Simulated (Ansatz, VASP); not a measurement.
KTaO3 in VASP and in Ansatz

The input INCAR:

```
SYSTEM = KTaO3
ALGO = Normal ; EDIFF = 1E-6
ENCUT = 520 ; GGA = PS
ISIF = 2 ; ISMEAR = -1
LASPH = .TRUE. ; LCHARG = .TRUE.
LELF = .TRUE. ; LREAL = .FALSE.
LVHAR = .TRUE. ; LWAVE = .FALSE.
NBANDS = 27 ; NELM = 100
PREC = Accurate ; SIGMA = 0.05
```

The input KPOINTS:

```
k-points
0
G
  7 7 7
  0 0 0
```

POSCAR

```
KTaO3
1.0
    3.9068832774      0.0000000000      0.0000000000
    0.0000000000      3.9068832774      0.0000000000
    0.0000000000      0.0000000000      3.9068832774
Ta K O
1 1 3
Direct
    0.0000000000      0.0000000000      0.0000000000
    0.5000000000      0.5000000000      0.5000000000
    0.0000000000      0.0000000000      0.5000000000
    0.0000000000      0.5000000000      0.0000000000
    0.5000000000      0.0000000000      0.0000000000
```

input.yaml

```yaml
crystal:
  lattice:
    - [3.9068832774, 0.0, 0.0]
    - [0.0, 3.9068832774, 0.0]
    - [0.0, 0.0, 3.9068832774]
  atoms:
    - { symbol: Ta, position: [0.0, 0.0, 0.0] }
    - { symbol: K, position: [0.5, 0.5, 0.5] }
    - { symbol: O, position: [0.0, 0.0, 0.5] }
    - { symbol: O, position: [0.0, 0.5, 0.0] }
    - { symbol: O, position: [0.5, 0.0, 0.0] }
kpoints:
  mp_grid: { grid: [7, 7, 7] }
scf:
  occupations: { method: fermi_dirac, width: 0.05 }
hamiltonian:
  xc: pbesol
  pseudopotentials: { kind: all_electron, lapw: { basis_error: 0.001 } }
output:
  forces: true
  stress: true
  eigenvalues: true
```

Change from the starting cell: volume scaled by 0.94.

Alike in both runs: task single point; functional PBEsol; k mesh 7 × 7 × 7; occupations fermi-dirac, width 0.05 eV; no spin polarisation.

```csv
,VASP,Ansatz
version,VASP 6.6.1,Ansatz 0.2.0
potentials or method,"VASP PAW PBE potentials, release 64 (Ta_pv, K_sv, O), cutoff 520 eV","all-electron LAPW, scalar-relativistic"
```

```tsv
	VASP	Ansatz	Ansatz less VASP
gap on the k mesh at the Fermi level (eV)	2.27	2.33	+0.056
least direct gap on the mesh (eV)	2.79	2.82	+0.030
pressure (GPa)	14.9	13.7	-1.13
```

VASP's potentials were made for PBE, not for PBEsol. Ansatz ran all-electron here, and VASP with PAW potentials.

Spin-orbit coupling is off throughout.
